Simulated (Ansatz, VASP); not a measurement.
# Zr2ZnN2 in VASP and in Ansatz

INCAR

```
PREC = Accurate
ENCUT = 600
EDIFF = 1E-6
ISMEAR = 0
SIGMA = 0.1
LREAL = F
LASPH = T
NELM = 60
ALGO = Normal
ISIF = 3
LWAVE = F
LCHARG = F
GGA = PE
IBRION = 2
NSW = 100
EDIFFG = -0.01
```

File KPOINTS:

```
Automatic mesh
0
Gamma
  12 12 6
```

The input POSCAR:

```
Zr2ZnN2
1.0
    3.4028702141      0.0000000000      0.0000000000
    0.0000000000      3.4028702141      0.0000000000
    0.0000000000      0.0000000000      6.5408343765
Zr Zn N
2 1 2
Direct
    0.5000000000      0.5000000000      0.2872827621
    0.5000000000      0.5000000000      0.7127172379
    0.0000000000      0.0000000000      0.0000000000
    0.0000000000      0.5000000000      0.5000000000
    0.5000000000      0.0000000000      0.5000000000
```

Input for Ansatz:

```yaml
crystal:
  lattice:
    - [3.4028702141, 0.0, 0.0]
    - [0.0, 3.4028702141, 0.0]
    - [0.0, 0.0, 6.5408343765]
  atoms:
    - { symbol: Zr, position: [0.5, 0.5, 0.2872827621] }
    - { symbol: Zr, position: [0.5, 0.5, 0.7127172379] }
    - { symbol: Zn, position: [0.0, 0.0, 0.0] }
    - { symbol: "N", position: [0.0, 0.5, 0.5] }
    - { symbol: "N", position: [0.5, 0.0, 0.5] }
basis:
  ecutwfc: 420
kpoints:
  mp_grid: { grid: [12, 12, 6] }
hamiltonian:
  xc: pbe
scf:
  occupations: { method: gaussian, width: 0.1 }
output:
  forces: true
  stress: true
  eigenvalues: true
  write_density: true
  write_potential: true
  elf: true
  volumetric_format: npy
relax:
  adjacent_minimum: "off"
  f_tol: 0.01
  max_steps: 80
  cell: { stress_tol: 0.05 }
```

Change from the starting cell: species swapped into the CeMg2Si2 type (P4/mmm, No. 123).

Alike in both runs: task relaxation of cell and atoms; functional PBE; k mesh 12 × 12 × 6; occupations gaussian, width 0.1 eV; no spin polarisation.

```csv
,VASP,Ansatz
version,VASP 6.6.1,Ansatz 0.2.0
potentials or method,"VASP PAW PBE potentials, release 64 (Zr_sv, Zn, N), cutoff 600 eV","scalar-relativistic, plane waves, PAW"
valence electrons in the cell,46,46
```

```tsv
	VASP	Ansatz	Ansatz less VASP
gap on the k mesh at the Fermi level, each at its own relaxed structure (eV)	none	none	-
relaxed volume (Å³/atom)	15.19	15.19	-0.004
relaxed cell length with the largest relative difference (Å)	6.542	6.548	+0.0055
```

A gap of «none» marks a metal or a gap that the smearing closes.
